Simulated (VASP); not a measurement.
# LiH (I4/mmm) in VASP: a series of runs

LiH is run at these levels: HSE06; tasks: single point.

Program: VASP 6.6.1. These are calculated values, not measurements. Logs are shortened: lines on timing, memory, paths and dates and some standing lists are left out, and cuts for length are marked.

## Step 1: The cell of the first run

The structure is tetragonal, space group I4/mmm (No. 139). Conventional cell: a = 2.691 Å, b = 2.691 Å, c = 4.062 Å, α = 90.00°, β = 90.00°, γ = 90.00°. Within 2.5 Å of Li (site symmetry 4/mmm) lie 6 H at 1.90 to 2.03 Å. Within 2.5 Å of H (site symmetry 4/mmm) lie 6 Li at 1.90 to 2.03 Å.

## Step 2: Single point, HSE06 (epitaxial xy strain -5.0%)

POSCAR

```
LiH
1.0
    0.0000000000      1.9028450990      2.0312150648
    1.9028450990      0.0000000000      2.0312150648
    1.9028450990      1.9028450990      0.0000000000
Li H
1 1
Direct
    0.0000000000      0.0000000000      0.0000000000
    0.5000000000      0.5000000000      0.5000000000
```

INCAR.step1

```
PREC     = Accurate       # precision mode
ENCUT    = 520            # plane-wave cutoff, eV
EDIFF    = 1E-5           # SCF threshold, eV
ISMEAR   = 0              # smearing method
SIGMA    = 0.01           # smearing width, eV
LREAL    = F              # projectors in reciprocal space
LASPH    = T              # aspherical terms in the spheres
NELM     = 100            # most SCF steps
ALGO     = Normal         # electronic algorithm
ISIF     = 2              # what is computed and relaxed
LWAVE    = T              # write WAVECAR
NBANDS   = 9              # bands
GGA      = PE             # functional
```

INCAR.step2

```
PREC     = Accurate       # precision mode
ENCUT    = 520            # plane-wave cutoff, eV
EDIFF    = 1E-6           # SCF threshold, eV
ISMEAR   = 0              # smearing method
SIGMA    = 0.01           # smearing width, eV
LREAL    = F              # projectors in reciprocal space
LASPH    = T              # aspherical terms in the spheres
NELM     = 100            # most SCF steps
ALGO     = Normal         # electronic algorithm
ISIF     = 2              # what is computed and relaxed
LWAVE    = F              # write WAVECAR
LCHARG   = T              # write CHGCAR
GGA      = PE             # functional
LHFCALC  = T              # exact exchange
HFSCREEN = 0.2079         # screening, 1/A
PRECFOCK = Normal       
LELF     = T              # ELF
LVHAR    = T            
NBANDS   = 9              # bands
ISTART   = 1
```

KPOINTS

```
Automatic mesh
0
Gamma
  8 8 8
```

Potentials or basis: VASP PAW PBE potentials, release 64 (Li_sv, H).

Launch:

```sh
$ cat potpaw_PBE.64/Li_sv/POTCAR potpaw_PBE.64/H/POTCAR > POTCAR
$ cp INCAR.step1 INCAR
$ mpirun -np 1 vasp_std > vasp.out
$ cp INCAR.step2 INCAR
$ mpirun -np 1 vasp_std > vasp.out
```

OUTCAR:

```text
PREC = Accurate
   ENCUT = 520
   EDIFF = 1E-6
   ISMEAR = 0
   LREAL = F
   LASPH = T
   NELM = 100
   ISIF = 2
   GGA = PE
   LHFCALC = T
   HFSCREEN = 0.2079
   PRECFOCK = Normal
   ISTART = 1

 ion  position               nearest neighbor table
   1  0.000  0.000  0.000-
   2  0.500  0.500  0.500-

  LATTYP: Found a body centered tetragonal cell.
 ALAT       =     2.6910293461
 C/A-ratio  =     1.5096194085

  Lattice vectors:

 A1 = (  -1.9028450990,   0.0000000000,   2.0312150648)
 A2 = (   1.9028450990,   0.0000000000,   2.0312150648)
 A3 = (   0.0000000000,   1.9028450990,  -2.0312150648)

Analysis of symmetry for initial positions (statically):
=====================================================================
 Subroutine PRICEL returns:
 Original cell was already a primitive cell.

 Routine SETGRP: Setting up the symmetry group for a
 body centered tetragonal supercell.

 Subroutine GETGRP returns: Found 16 space group operations
 (whereof 16 operations were pure point group operations)
 out of a pool of 16 trial point group operations.

The static configuration has the point symmetry D_4h.

Analysis of symmetry for dynamics (positions and initial velocities):
=====================================================================
 Subroutine PRICEL returns:
 Original cell was already a primitive cell.

 Routine SETGRP: Setting up the symmetry group for a
 body centered tetragonal supercell.

 Subroutine GETGRP returns: Found 16 space group operations
 (whereof 16 operations were pure point group operations)
 out of a pool of 16 trial point group operations.

The dynamic configuration has the point symmetry D_4h.

 Subroutine INISYM returns: Found 16 space group operations
 (whereof 16 operations are pure point group operations),
 and found     1 'primitive' translations

----------------------------------------------------------------------------------------

                                     Primitive cell

  volume of cell :      14.7093

  direct lattice vectors                    reciprocal lattice vectors
     0.000000000  1.902845099  2.031215065    -0.262764426  0.262764426  0.246158080
     1.902845099  0.000000000  2.031215065     0.262764426 -0.262764426  0.246158080
     1.902845099  1.902845099  0.000000000     0.262764426  0.262764426 -0.246158080

  length of vectors
     2.783281177  2.783281177  2.691029346     0.445739932  0.445739932  0.445739932

  position of ions in fractional coordinates (direct lattice)
     0.000000000  0.000000000  0.000000000
     0.500000000  0.500000000  0.500000000

  ion indices of the primitive-cell ions
   primitive index   ion index
                 1           1
                 2           2

----------------------------------------------------------------------------------------

 KPOINTS: Automatic mesh

Automatic generation of k-mesh.
 Grid dimensions read from file:
 generate k-points for:    8    8    8

 Generating k-lattice:

  Cartesian coordinates                     Fractional coordinates (reciprocal lattice)
    -0.032845553  0.032845553  0.030769760     0.125000000  0.000000000  0.000000000
     0.032845553 -0.032845553  0.030769760     0.000000000  0.125000000  0.000000000
     0.032845553  0.032845553 -0.030769760    -0.000000000 -0.000000000  0.125000000

  Length of vectors
     0.055717492  0.055717492  0.055717492

  Shift w.r.t. Gamma in fractional coordinates (k-lattice)
     0.000000000  0.000000000  0.000000000

 Subroutine IBZKPT returns following result:
 ===========================================

 Found     59 irreducible k-points:

 Following reciprocal coordinates:
            Coordinates               Weight
  0.000000  0.000000  0.000000      1.000000
  0.125000  0.000000  0.000000      8.000000
  0.250000  0.000000  0.000000      8.000000
  0.375000  0.000000  0.000000      8.000000
  0.500000  0.000000  0.000000      4.000000
  0.125000  0.125000  0.000000      2.000000
[... 16 lines left out ...]
  0.250000  0.000000  0.125000     16.000000
  0.375000  0.000000  0.125000     16.000000
 [... further k-points ...]
   k-points           NKPTS =     59   k-points in BZ     NKDIM =    512   number of bands    NBANDS=      9
   number of dos      NEDOS =    301   number of ions     NIONS =      2
   total plane-waves  NPLWV =  11520
   dimension x,y,z NGX =    24 NGY =   24 NGZ =   20
   dimension x,y,z NGXF=    48 NGYF=   48 NGZF=   40
   ions per type =               1   1
   NGX,Y,Z   is equivalent  to a cutoff of  14.34, 14.34, 12.36 a.u.
   NGXF,Y,Z  is equivalent  to a cutoff of  28.67, 28.67, 24.71 a.u.
 SYSTEM =  unknown system
   PREC   = accura    normal or accurate (medium, high low for compatibility)
   ISTART =      1    job   : 0-new  1-cont  2-samecut
   ICHARG =      0    charge: 1-file 2-atom 10-const
   ISPIN  =      1    spin polarized calculation?
   LNONCOLLINEAR =      F non collinear calculations
   LSORBIT =      F    spin-orbit coupling
[... 59 lines left out ...]

 E-fermi :   0.3221     XC(G=0):  -7.3494

 val. band max:        0.0273074853   @ k =   0.5000   0.0000   0.5000
 cond. band min:       3.1299073273   @ k =   0.5000   0.5000   0.0000
 fundamental gap:      3.1025998420
 Fermi energy:         0.3220848552

 k-point     1 :       0.0000    0.0000    0.0000
  band No.  band energies     occupation
      1     -47.3762      2.00000
      2      -6.6189      2.00000
      3      18.9038      0.00000
      4      20.1341      0.00000
      5      20.1341      0.00000
      6      20.6563      0.00000
      7      24.8882      0.00000
      8      25.2602      0.00000
      9      25.2602      0.00000

 k-point     2 :       0.1250    0.0000    0.0000
  band No.  band energies     occupation
      1     -47.3658      2.00000
      2      -6.2937      2.00000
      3      16.0837      0.00000
      4      18.9761      0.00000
      5      19.6932      0.00000
      6      19.7393      0.00000
      7      24.5514      0.00000
      8      26.2206      0.00000
      9      26.5056      0.00000

 k-point     3 :       0.2500    0.0000    0.0000
  band No.  band energies     occupation
      1     -47.3406      2.00000
      2      -5.3615      2.00000
      3      11.4139      0.00000
      4      17.2044      0.00000
      5      18.8320      0.00000
      6      19.1882      0.00000
      7      23.6267      0.00000
      8      25.9151      0.00000
      9      26.4590      0.00000

 k-point     4 :       0.3750    0.0000    0.0000
  band No.  band energies     occupation
      1     -47.3152      2.00000
      2      -4.0750      2.00000
      3       7.6524      0.00000
      4      15.9984      0.00000
      5      18.4665      0.00000
      6      19.2028      0.00000
      7      21.5025      0.00000
      8      23.3662      0.00000
      9      28.8633      0.00000

 k-point     5 :       0.5000    0.0000    0.0000
  band No.  band energies     occupation
      1     -47.3046      2.00000
      2      -3.3333      2.00000
      3       6.0662      0.00000
      4      15.5776      0.00000
      5      18.5033      0.00000
      6      19.4386      0.00000
      7      20.5901      0.00000
      8      22.2525      0.00000
      9      30.6544      0.00000

 k-point     6 :       0.1250    0.1250    0.0000
  band No.  band energies     occupation
      1     -47.3642      2.00000
      2      -6.1957      2.00000
      3      16.4094      0.00000
      4      18.0384      0.00000
      5      18.0384      0.00000
      6      20.8491      0.00000
      7      21.6355      0.00000
      8      27.3065      0.00000
      9      28.3657      0.00000
[... 169 lines left out ...]
 k-point    21 :       0.5000    0.5000    0.0000
  band No.  band energies     occupation
      1     -47.2969      2.00000
      2      -0.5558      2.00000
      3       3.1299      0.00000
      4      13.2750      0.00000
      5      13.2750      0.00000
      6      16.4901      0.00000
      7      20.5964      0.00000
      8      39.0216      0.00000
      9      39.0221      0.00000

 k-point    22 :       0.1250    0.0000    0.1250
  band No.  band energies     occupation
      1     -47.3616      2.00000
      2      -6.1666      2.00000
      3      16.8296      0.00000
      4      17.4504      0.00000
      5      18.0103      0.00000
      6      21.2986      0.00000
      7      21.5885      0.00000
      8      27.7376      0.00000
      9      28.0728      0.00000

 k-point    23 :       0.2500    0.0000    0.1250
  band No.  band energies     occupation
      1     -47.3410      2.00000
      2      -5.3952      2.00000
      3      12.9245      0.00000
      4      16.1577      0.00000
      5      16.4360      0.00000
      6      20.7800      0.00000
      7      22.1483      0.00000
      8      25.9660      0.00000
      9      28.6883      0.00000

 k-point    24 :       0.3750    0.0000    0.1250
  band No.  band energies     occupation
      1     -47.3160      2.00000
      2      -4.1317      2.00000
      3       8.7683      0.00000
      4      14.6076      0.00000
      5      15.9478      0.00000
      6      19.4079      0.00000
      7      23.9992      0.00000
      8      26.0384      0.00000
      9      26.8442      0.00000

 [... further k-points ...]
[... 5 lines left out ...]
  --------------------------------------------------------------------------------------
  -------------------------------------------------------------------------------------
  Total        0.4867272      0.4867272     -0.0669694      0.0000000      0.0000000     -0.0000000
  in kB       53.0155738     53.0155738     -7.2944775      0.0000000      0.0000000     -0.0000000
  external PRESSURE =      32.9122234 kB  Pullay stress =       0.0000000 kB

 VOLUME and BASIS-vectors are now :
 -----------------------------------------------------------------------------
  energy-cutoff  :      520.00
  volume of cell :       14.71
      direct lattice vectors                 reciprocal lattice vectors
     0.000000000  1.902845099  2.031215065    -0.262764426  0.262764426  0.246158080
     1.902845099  0.000000000  2.031215065     0.262764426 -0.262764426  0.246158080
     1.902845099  1.902845099  0.000000000     0.262764426  0.262764426 -0.246158080

 POSITION                                       TOTAL-FORCE (eV/Angst)
 -----------------------------------------------------------------------------------
      0.00000      0.00000      0.00000        -0.000000     -0.000000      0.000000
      1.90285      1.90285      2.03122         0.000000      0.000000      0.000000
 -----------------------------------------------------------------------------------
    total drift:                                0.000000      0.000000      0.000000

  FREE ENERGIE OF THE ION-ELECTRON SYSTEM (eV)
  ---------------------------------------------------
  free  energy   TOTEN  =        -6.7632288112 eV

  energy  without entropy=       -6.7632288112  energy(sigma->0) =       -6.76322881
```

Wall time 5.9 min (1 thread of Intel Xeon Platinum 8259CL at 2.50GHz (Skylake/Cascade Lake), shared host); peak memory 0.24 GiB.

What came out:

```
Free energy            : -6.7632 eV
Band gap on the k mesh : 3.10 eV (least direct gap 3.69 eV)
```

Levels at points of the mesh, in eV from the valence-band top:
```csv
k point,band 1,band 2,band 3,band 4,band 5
"(0.00, 0.00, 0.00)",-47.40,-6.65,18.88,20.11,20.11
"(0.50, 0.00, 0.00)",-47.33,-3.36,6.04,15.55,18.48
"(0.50, 0.50, 0.00)",-47.32,-0.58,3.10,13.25,13.25
"(0.50, 0.00, 0.50)",-47.31,0.00,4.06,11.83,12.42
```

Caveat: the cell differs from its parent crystal (epitaxial xy strain -5.0%); the cutoff is under 1.25 times the usual one of these potentials, so pressure, stress and relaxed cells hold a basis-set (Pulay) error; the PAW data sets were made with another functional, which shifts forces and pressure a little. A k mesh can miss the band edges.

## Step 3: Single point, HSE06 (uniaxial x strain -1.5%)

POSCAR

```
LiH
1.0
    0.0000000000      2.0029948411      2.0029948411
    1.9729499185      0.0000000000      2.0029948411
    1.9729499185      2.0029948411      0.0000000000
Li H
1 1
Direct
    0.0000000000      0.0000000000      0.0000000000
    0.5000000000      0.5000000000      0.5000000000
```

INCAR.step1

```
SYSTEM = LiH
ALGO     = Normal         ! electronic algorithm
EDIFF    = 1E-5           ! SCF threshold, eV
ENCUT    = 520            ! plane-wave cutoff, eV
GGA      = PE             ! functional
ISIF     = 2              ! what is computed and relaxed
ISMEAR   = 0              ! smearing method
LASPH    = .True.         ! aspherical terms in the spheres
LCHARG   = .False.        ! write CHGCAR
LREAL    = .False.        ! projectors in reciprocal space
LWAVE    = .True.         ! write WAVECAR
NBANDS   = 9              ! bands
NELM     = 60             ! most SCF steps
PREC     = Accurate       ! precision mode
SIGMA    = 0.01           ! smearing width, eV
```

INCAR.step2

```
SYSTEM = LiH
ALGO     = Normal         ! electronic algorithm
EDIFF    = 1E-7           ! SCF threshold, eV
ENCUT    = 520            ! plane-wave cutoff, eV
GGA      = PE             ! functional
HFSCREEN = 0.2079         ! screening, 1/A
ISIF     = 2              ! what is computed and relaxed
ISMEAR   = 0              ! smearing method
ISTART   = 1            
LASPH    = .True.         ! aspherical terms in the spheres
LCHARG   = .False.        ! write CHGCAR
LHFCALC  = .True.         ! exact exchange
LREAL    = .False.        ! projectors in reciprocal space
LWAVE    = .False.        ! write WAVECAR
NBANDS   = 9              ! bands
NELM     = 60             ! most SCF steps
PREC     = Accurate       ! precision mode
PRECFOCK = Normal       
SIGMA    = 0.01           ! smearing width, eV
```

KPOINTS

```
k-points
0
Gamma
  8 8 8
  0 0 0
```

Potentials or basis: VASP PAW PBE potentials, release 64 (Li_sv, H).

Launch:

```sh
$ cat potpaw_PBE.64/Li_sv/POTCAR potpaw_PBE.64/H/POTCAR > POTCAR
$ cp INCAR.step1 INCAR
$ mpirun -np 1 vasp_std > vasp.out
$ cp INCAR.step2 INCAR
$ mpirun -np 1 vasp_std > vasp.out
```

Wall time 8.7 min (1 thread of Intel Xeon Platinum 8259CL at 2.50GHz (Skylake/Cascade Lake), shared host); peak memory 0.25 GiB.

Results (log left out):

```
Free energy            : -6.7862 eV
Band gap on the k mesh : 3.80 eV (least direct gap 3.93 eV)
```

Levels at points of the mesh, in eV from the valence-band top:
```csv
k point,band 1,band 2,band 3,band 4,band 5
"(0.00, 0.00, 0.00)",-47.36,-6.23,18.09,19.48,19.60
"(0.50, 0.00, 0.00)",-47.30,-3.01,5.92,15.31,17.94
"(0.50, 0.50, 0.00)",-47.29,-0.13,3.80,12.20,12.33
"(0.00, 0.50, 0.50)",-47.29,0.00,4.02,12.01,12.01
```

Caveat: the cell differs from its parent crystal (uniaxial x strain -1.5%); the cutoff is under 1.25 times the usual one of these potentials, so pressure, stress and relaxed cells hold a basis-set (Pulay) error; the PAW data sets were made with another functional, which shifts forces and pressure a little. A k mesh can miss the band edges.

## Step 4: Single point, HSE06 (epitaxial xy strain +1.5%)

POSCAR

```
LiH
1.0
    0.0000000000      2.0330397637      1.9934559256
    2.0330397637      0.0000000000      1.9934559256
    2.0330397637      2.0330397637      0.0000000000
Li H
1 1
Direct
    0.0000000000      0.0000000000      0.0000000000
    0.5000000000      0.5000000000      0.5000000000
```

INCAR.step1

```
SYSTEM = LiH
PREC = Accurate ; ENCUT = 520
EDIFF = 1E-5 ; ISMEAR = 0
SIGMA = 0.01 ; LREAL = .FALSE.
LASPH = .TRUE. ; NELM = 100
ALGO = Normal ; ISIF = 2
LWAVE = .TRUE. ; GGA = PE
NBANDS = 9
```

INCAR.step2

```
SYSTEM = LiH
PREC = Accurate ; ENCUT = 520
EDIFF = 1E-7 ; ISMEAR = 0
SIGMA = 0.01 ; LREAL = .FALSE.
LASPH = .TRUE. ; NELM = 100
ALGO = Normal ; ISIF = 2
LWAVE = .FALSE. ; LCHARG = .TRUE.
GGA = PE ; LHFCALC = .TRUE.
HFSCREEN = 0.2079 ; PRECFOCK = Normal
LELF = .TRUE. ; LVHAR = .TRUE.
ISTART = 1 ; NBANDS = 9
```

KPOINTS

```
regular mesh
0
G
  8 8 8
  0 0 0
```

Launch:

```sh
$ cat potpaw_PBE.64/Li_sv/POTCAR potpaw_PBE.64/H/POTCAR > POTCAR
$ cp INCAR.step1 INCAR
$ mpirun -np 1 vasp_std > vasp.out
$ cp INCAR.step2 INCAR
$ mpirun -np 1 vasp_std > vasp.out
```

Run time: 13 min. Hardware: 1 thread of Intel Xeon Platinum 8259CL at 2.50GHz (Skylake/Cascade Lake), shared host; peak memory 0.24 GiB.

It converged, with:

```yaml
Free_energy: -6.7834 eV
Band_gap_on_the_k_mesh: 3.79 eV (least direct gap 3.95 eV)
```

Levels at points of the mesh, in eV from the valence-band top:
| k point | band 1 | band 2 | band 3 | band 4 | band 5 | band 6 |
| --- | --- | --- | --- | --- | --- | --- |
| (0.00, 0.00, 0.00) | -47.42 | -6.08 | 17.51 | 19.01 | 19.17 | 19.17 |
| (0.50, 0.00, 0.00) | -47.37 | -2.91 | 5.79 | 14.91 | 17.50 | 17.91 |
| (0.50, 0.50, 0.00) | -47.36 | 0.00 | 4.06 | 11.73 | 11.73 | 14.81 |
| (0.50, 0.00, 0.50) | -47.36 | -0.16 | 3.79 | 11.97 | 12.14 | 15.13 |

Caveat: the cell differs from its parent crystal (epitaxial xy strain +1.5%); the cutoff is under 1.25 times the usual one of these potentials, so pressure, stress and relaxed cells hold a basis-set (Pulay) error; the PAW data sets were made with another functional, which shifts forces and pressure a little.

## Step 5: Overview

| cell | gap on the mesh (eV) |
| --- | --- |
| a = 2.783, b = 2.783, c = 2.691 Å, angles 61.1, 61.1, 57.8°, 2 atoms | 3.10 |
| a = 2.833, b = 2.811, c = 2.811 Å, angles 60.5, 59.8, 59.8°, 2 atoms | 3.80 |
| a = 2.847, b = 2.847, c = 2.875 Å, angles 59.7, 59.7, 60.6°, 2 atoms | 3.79 |

Alike in all rows: task single point; level HSE06; potentials or basis VASP PAW PBE potentials, release 64 (Li_sv, H); no spin polarisation; k mesh 8 × 8 × 8; cutoff (eV) 520; smearing gaussian 0.01 eV.

Caveats: the cutoff is under 1.25 times the usual one of these potentials, so pressure, stress and relaxed cells hold a basis-set (Pulay) error; the PAW data sets were made with another functional, which shifts forces and pressure a little.

Total energies depend on the potentials used, so only differences within one code and one set of settings carry meaning.
